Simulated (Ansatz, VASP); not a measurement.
Two plane-wave programs on PtSe2

Contents of INCAR:

```
ALGO = Normal
DIPOL = 0.5 0.5 0.500
EDIFF = 1E-6
EDIFFG = -0.003
ENCUT = 520
GGA = PE
IBRION = 2
IDIPOL = 3
ISIF = 2
ISMEAR = 0
LASPH = True
LCHARG = False
LDIPOL = True
LREAL = False
LWAVE = False
NELM = 100
NSW = 100
PREC = Accurate
SIGMA = 0.01
```

KPOINTS

```
k-points
0
Gamma
  12 12 1
```

File POSCAR:

```
PtSe2
1.0
    3.7300000000      0.0000000000      0.0000000000
   -1.8650000000      3.2302747561      0.0000000000
    0.0000000000      0.0000000000     20.6200000000
Se Pt
2 1
Direct
    0.6666666667      0.3333333333      0.4364694471
    0.3333333333      0.6666666667      0.5635305529
    0.0000000000      0.0000000000      0.5000000000
```

Input for Ansatz:

```yaml
crystal:
  lattice:
    - [3.73, 0.0, 0.0]
    - [-1.865, 3.2302747561, 0.0]
    - [0.0, 0.0, 20.62]
  atoms:
    - { symbol: Se, position: [0.6666666667, 0.3333333333, 0.4364694471] }
    - { symbol: Pt, position: [0.0, 0.0, 0.5] }
    - { symbol: Se, position: [0.3333333333, 0.6666666667, 0.5635305529] }
  periodic: [true, true, false]
scf:
  occupations: { method: gaussian, width: 0.01 }
  n_extra_bands: 6
output:
  forces: true
  stress: false
  write_density: true
  write_potential: true
  elf: true
  volumetric_format: npy
kpoints:
  mp_grid: { grid: [12, 12, 1] }
hamiltonian:
  xc: pbe
relax:
  f_tol: 0.003
  max_steps: 100
```

Alike in both runs: task relaxation of the atoms; functional PBE; k mesh 12 × 12 × 1; occupations gaussian, width 0.01 eV; no spin polarisation.

```csv
,VASP,Ansatz
version,VASP 6.6.1,Ansatz 0.2.0
potentials or method,"VASP PAW PBE potentials, release 64 (Se, Pt)","scalar-relativistic, plane waves, PAW"
plane-wave cutoff (eV),520,420
valence electrons in the cell,22,50
```

VASP gave:

| Item | Value |
| --- | --- |
| gap on the k mesh at the Fermi level, each at its own relaxed structure (eV) | 1.38 |

Task: Which values does Ansatz return?

Result: gap on the k mesh at the Fermi level, each at its own relaxed structure (eV): 1.39.

VASP's potentials hold 22 valence electrons a cell and Ansatz's 50, so a difference there can come from the potentials and not from the codes. Ansatz's warnings: slab cell height set.

Neither program's run includes spin-orbit coupling.
